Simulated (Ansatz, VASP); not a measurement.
Hg in VASP and in Ansatz

```
Hg
1.0
     3.16302    0.00000    0.00000
    -1.58151    2.73926    0.00000
     0.00000    0.00000   10.64682
Hg
4
Direct
  0.00000 0.00000 0.00000
  0.00000 0.00000 0.50000
  0.33333 0.66667 0.25000
  0.66667 0.33333 0.75000
```

Alike in both runs: task single point; functional LDA; k mesh 13 × 13 × 4; occupations fermi-dirac, width 0.1 eV; no spin polarisation.

```csv
,VASP,Ansatz
version,VASP 6.6.1,Ansatz 0.2.0
potentials or method,"VASP PAW LDA potentials, release 64 (Hg), cutoff 520 eV","plane waves (420 eV) with PAW, scalar-relativistic"
valence electrons in the cell,48,80
```

```csv
,VASP,Ansatz,Ansatz less VASP
pressure (GPa),-1.2,-1.6,-0.40
"traceless stress, the component that is largest in VASP (GPa)",-0.33,-0.32,+0.006
```

Ansatz warns that its potentials were made for another functional, while VASP's fit it. LDA's correlation is that of Perdew and Zunger in VASP and of Perdew and Wang (1992) in Ansatz. VASP's potentials hold 48 valence electrons a cell and Ansatz's 80, so a difference there can come from the potentials and not from the codes.

Neither program's run includes spin-orbit coupling.
